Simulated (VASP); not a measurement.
# ZnS in VASP: settings compared

Aim: see how the results for ZnS move with the level of theory and the settings. Levels: revPBE+D3(BJ), r2SCAN, PBE-based screened hybrid with 20 % exact exchange, PBE-based screened hybrid with 25 % exact exchange. Tasks: relaxation of cell and atoms, single point.

Everything below comes from runs of VASP 6.6.1. Logs are shortened: lines on timing, memory, paths and dates and some standing lists are left out, and cuts for length are marked.

**Experimental background.**

“Electronic, vibrational, and thermodynamic properties of ZnS (zincblende and rocksalt structure)”, 2009, arxiv:0911.5022 quotes, for a bulk crystal of ZnS at 19 K: band gap 3.85 eV (direct).

The results are compared with them further down.

## (1) The cell of the first run

Symmetry: F-43m, No. 216, cubic system. The conventional cell has a = 5.404 Å, b = 5.404 Å, c = 5.404 Å, α = 90.00°, β = 90.00°, γ = 90.00°. Zn (site symmetry -43m) has 4 S at 2.34 Å within 3.1 Å. S (site symmetry -43m) has 4 Zn at 2.34 Å within 3.1 Å.

## (2) Relaxation of cell and atoms, revPBE+D3(BJ)

The input, INCAR:

```
ALGO = Normal ; EDIFF = 1E-6
EDIFFG = -0.01 ; ENCUT = 600
GGA = RE ; IBRION = 2
ISIF = 3 ; ISMEAR = -1
IVDW = 12 ; LASPH = True
LCHARG = False ; LREAL = False
LWAVE = False ; NELM = 100
NSW = 80 ; PREC = Accurate
SIGMA = 0.05
```

The input, KPOINTS:

```
k-points
0
Gamma
  9 9 9
```

The input, POSCAR:

```
ZnS
1.0
    0.0000000000      2.7020000000      2.7020000000
    2.7020000000      0.0000000000      2.7020000000
    2.7020000000      2.7020000000      0.0000000000
Zn S
1 1
Direct
    0.7500000000      0.7500000000      0.7500000000
    0.0000000000      0.0000000000      0.0000000000
```

Potentials or basis: VASP PAW PBE potentials, release 64 (Zn, S).

Launch:

```console
$ cat potpaw_PBE.64/Zn/POTCAR potpaw_PBE.64/S/POTCAR > POTCAR
$ mpirun -np 1 vasp_std > vasp.out
```

OUTCAR:

```text
EDIFF = 1E-6
   EDIFFG = -0.01
   ENCUT = 600
   GGA = RE
   IBRION = 2
   ISIF = 3
   ISMEAR = -1
   IVDW = 12
   LASPH = True
   LREAL = False
   NELM = 100
   NSW = 80
   PREC = Accurate
 IVDW          = 12

 ion  position               nearest neighbor table
   1  0.750  0.750  0.750-   2 2.34   2 2.34   2 2.34   2 2.34
   2  0.000  0.000  0.000-   1 2.34   1 2.34   1 2.34   1 2.34

  LATTYP: Found a face centered cubic cell.
 ALAT       =     5.4040000000

  Lattice vectors:

 A1 = (   0.0000000000,   2.7020000000,   2.7020000000)
 A2 = (   2.7020000000,   0.0000000000,   2.7020000000)
 A3 = (   2.7020000000,   2.7020000000,   0.0000000000)

Analysis of symmetry for initial positions (statically):
=====================================================================
 Subroutine PRICEL returns:
 Original cell was already a primitive cell.

 Routine SETGRP: Setting up the symmetry group for a
 face centered cubic supercell.

 Subroutine GETGRP returns: Found 24 space group operations
 (whereof 24 operations were pure point group operations)
 out of a pool of 48 trial point group operations.

The static configuration has the point symmetry T_d .

Analysis of symmetry for dynamics (positions and initial velocities):
=====================================================================
 Subroutine PRICEL returns:
 Original cell was already a primitive cell.

 Routine SETGRP: Setting up the symmetry group for a
 face centered cubic supercell.

 Subroutine GETGRP returns: Found 24 space group operations
 (whereof 24 operations were pure point group operations)
 out of a pool of 48 trial point group operations.

The dynamic configuration has the point symmetry T_d .

 Subroutine INISYM returns: Found 24 space group operations
 (whereof 24 operations are pure point group operations),
 and found     1 'primitive' translations

----------------------------------------------------------------------------------------

                                     Primitive cell

  volume of cell :      39.4535

  direct lattice vectors                    reciprocal lattice vectors
     0.000000000  2.702000000  2.702000000    -0.185048113  0.185048113  0.185048113
     2.702000000  0.000000000  2.702000000     0.185048113 -0.185048113  0.185048113
     2.702000000  2.702000000  0.000000000     0.185048113  0.185048113 -0.185048113

  length of vectors
     3.821205046  3.821205046  3.821205046     0.320512733  0.320512733  0.320512733

  position of ions in fractional coordinates (direct lattice)
     0.750000000  0.750000000  0.750000000
     0.000000000  0.000000000  0.000000000

[... 72 lines left out ...]
   LSORBIT =      F    spin-orbit coupling
   LASPH  =      T    aspherical Exc in radial PAW
   ENCUT  =  600.0 eV  44.10 Ry    6.64 a.u.   7.63  7.63  7.63*2*pi/ulx,y,z
   NELM   =    100;   NELMIN=  2; NELMDL= -5     # of ELM steps
   EDIFF  = 0.1E-05   stopping-criterion for ELM
   LREAL  =      F    real-space projection
   EDIFFG = -.1E-01   stopping-criterion for IOM
   NSW    =     80    number of steps for IOM
   IBRION =      2    ionic relax: 0-MD 1-quasi-New 2-CG
   NFREE  =      1    steps in history (QN), initial steepest desc. (CG)
   ISIF   =      3    stress and relaxation
   ISYM   =      2    0-nonsym 1-usesym 2-fastsym
   POTIM  = 0.5000    time-step for ionic-motion
   TEBEG  =    0.0;   TEEND  =   0.0 temperature during run
   PSTRESS=    0.0 pullay stress
   NELECT =      18.0000    total number of electrons
   NUPDOWN=      -1.0000    fix difference up-down
   EMIN   =  10.00;   EMAX   =-10.00  energy-range for DOS
   EFERMI =   0.00;   METHOD = LEGACY
   ISMEAR =    -1;   SIGMA  =   0.05  broadening in eV -4-tet -1-fermi 0-gaus
   EFERMI_NEDOS =   21; number of points for ismear=-14 and -15
   IALGO  =     38    algorithm
   IMIX   =      4    mixing-type and parameters
     AMIX     =   0.40;   BMIX     =  1.00
     AMIX_MAG =   1.60;   BMIX_MAG =  1.00
  volume/ion in A,a.u.               =      19.73       133.12
  Fermi-wavevector in a.u.,A,eV,Ry     =   1.260290  2.381602 21.610537  1.588330
  Thomas-Fermi vector in A             =   2.393807
   LORBIT       =      0    0 simple, 1 ext, 2 COOP (PROOUT), +10 PAW based schemes
   GGA     = RE    functional components
   LHFCALC =     F    Hartree Fock is set to
   AEXX    =    0.0000 exact exchange contribution
   IVDW    =    12    specifies the selected vdW correction
   LEPSILON=     F    determine dielectric tensor
   LRPA    =     F    only Hartree local field effects (RPA)
 conjugate gradient relaxation of ions
 non-spin polarized calculation
  energy-cutoff  :      600.00
  volume of cell :       39.45
 maximum number of plane-waves:      1363
   NGX = 15   NGY = 15   NGZ = 15

--------------------------------------- Ionic step        1  -------------------------------------------

 number of electron      17.9999998 magnetization

 Free energy of the ion-electron system (eV)
  ---------------------------------------------------
  ext. energy  EPLUGINS =         0.00000000
  ---------------------------------------------------
  free energy    TOTEN  =        -6.26277414 eV

  energy without entropy =       -6.26277414  energy(sigma->0) =       -6.26277414

------------------------ aborting loop because EDIFF is reached ----------------------------------------

 Edisp (eV)   -1.20697

 E8    (eV) :    -0.8068
[... 71 lines left out ...]
--------------------------------------- Ionic step        3  -------------------------------------------

 number of electron      17.9999988 magnetization

 Free energy of the ion-electron system (eV)
  ---------------------------------------------------
  ext. energy  EPLUGINS =         0.00000000
  ---------------------------------------------------
  free energy    TOTEN  =        -6.23115777 eV

  energy without entropy =       -6.23115777  energy(sigma->0) =       -6.23115777

 E-fermi :   3.4135     XC(G=0):  -9.6032

 val. band max:        2.4481766278   @ k =   0.0000   0.0000   0.0000
 cond. band min:       4.8047141813   @ k =   0.0000   0.0000   0.0000
 fundamental gap:      2.3565375535
 Fermi energy:         3.4135351181

 k-point     1 :       0.0000    0.0000    0.0000
  band No.  band energies     occupation
      1     -10.8753      2.00000
      2      -3.9707      2.00000
      3      -3.9707      2.00000
      4      -3.9707      2.00000
      5      -3.4352      2.00000
      6      -3.4352      2.00000
      7       2.4482      2.00000
      8       2.4482      2.00000
      9       2.4482      2.00000
     10       4.8047      0.00000
     11       8.8614      0.00000
     12       8.8614      0.00000
     13       8.8614      0.00000
[... 354 lines left out ...]
  band No.  band energies     occupation
      1      -9.6251      2.00000
      2      -4.0226      2.00000
      3      -3.6189      2.00000
      4      -3.6189      2.00000
      5      -3.3561      2.00000
      6      -3.2718      2.00000
      7      -2.0123      2.00000
      8       0.1970      2.00000
      9       0.1970      2.00000
     10       5.9532      0.00000
     11       6.6482      0.00000
     12      13.4847      0.00000
     13      14.2075      0.00000

 [... further k-points ...]

------------------------ aborting loop because EDIFF is reached ----------------------------------------

 Edisp (eV)   -1.24551

 E8    (eV) :    -0.8332
[... 25 lines left out ...]
  FREE ENERGIE OF THE ION-ELECTRON SYSTEM (eV)
  ---------------------------------------------------
  free  energy   TOTEN  =        -7.4766722971 eV

  energy  without entropy=       -7.4766722970  energy(sigma->0) =       -7.47667230

 reached required accuracy - stopping structural energy minimisation
```

OSZICAR:

```text
N       E                     dE             d eps       ncg     rms          rms(c)
DAV:   1     0.859292109283E+02    0.85929E+02   -0.95737E+03   910   0.180E+03
DAV:   2    -0.461117257933E+00   -0.86390E+02   -0.81772E+02   985   0.303E+02
DAV:   3    -0.659418598264E+01   -0.61331E+01   -0.60917E+01  1135   0.745E+01
DAV:   4    -0.667466511310E+01   -0.80479E-01   -0.80439E-01  1020   0.899E+00
[... 23 lines left out ...]
DAV:   3    -0.623157526047E+01    0.15620E-02   -0.17697E-03   950   0.379E-01    0.158E-01
DAV:   4    -0.623121408478E+01    0.36118E-03   -0.20102E-04  1048   0.202E-01    0.814E-02
DAV:   5    -0.623115817248E+01    0.55912E-04   -0.57585E-05  1376   0.163E-01    0.187E-02
DAV:   6    -0.623115699729E+01    0.11752E-05   -0.21667E-05   990   0.640E-02    0.828E-03
DAV:   7    -0.623115777487E+01   -0.77759E-06   -0.11295E-06   485   0.269E-02
   3 F= -.74766723E+01 E0= -.74766723E+01  d E =-.693104E-02
```

It took 67 s on 1 thread of Intel Xeon 8259CL, shared host; peak memory 0.2 GiB.

Results:

| Item | Value |
| --- | --- |
| Free energy | -7.4767 eV |
| Relaxed volume | 19.19 Å³/atom |
| Relaxed cell | a = 3.786 Å, b = 3.786 Å, c = 3.786 Å, α = 60.00°, β = 60.00°, γ = 60.00° |
| Space group after relaxing (to 0.1 Å) | F-43m (No. 216) |
| Energy gained by relaxing | 3.5 meV/atom |
| Ionic steps | 3 |
| Pressure after relaxing | -0.1 GPa |
| Band gap on the k mesh | 2.36 eV |
| Dispersion energy per atom | -0.623 eV |

The path:
```tsv
step	energy change (eV)	largest force (eV/Å)	pressure (GPa)	volume (Å³)
1	0.0000	0.0000	-2.03	39.45
2	-0.0062	0.0000	0.76	38.05
3	-0.0069	0.0000	-0.07	38.39
```

Final structure:
```xyz
2
Lattice="0.0000 2.6774 2.6774 2.6774 0.0000 2.6774 2.6774 2.6774 0.0000" Properties=species:S:1:pos:R:3 pbc="T T T"
Zn    4.0162    4.0162    4.0162
S     0.0000    0.0000    0.0000
```

Levels at points of the mesh, in eV from the valence-band top:
```csv
k point,band 5,band 6,band 7,band 8,band 9,band 10,band 11,band 12,band 13
"(0.00, 0.00, 0.00)",-5.88,-5.88,0.00,0.00,0.00,2.36,6.41,6.41,6.41
```

Caveat: the PAW data sets were made with another functional, which shifts forces and pressure a little.

(Continued in part 2 of 2.)
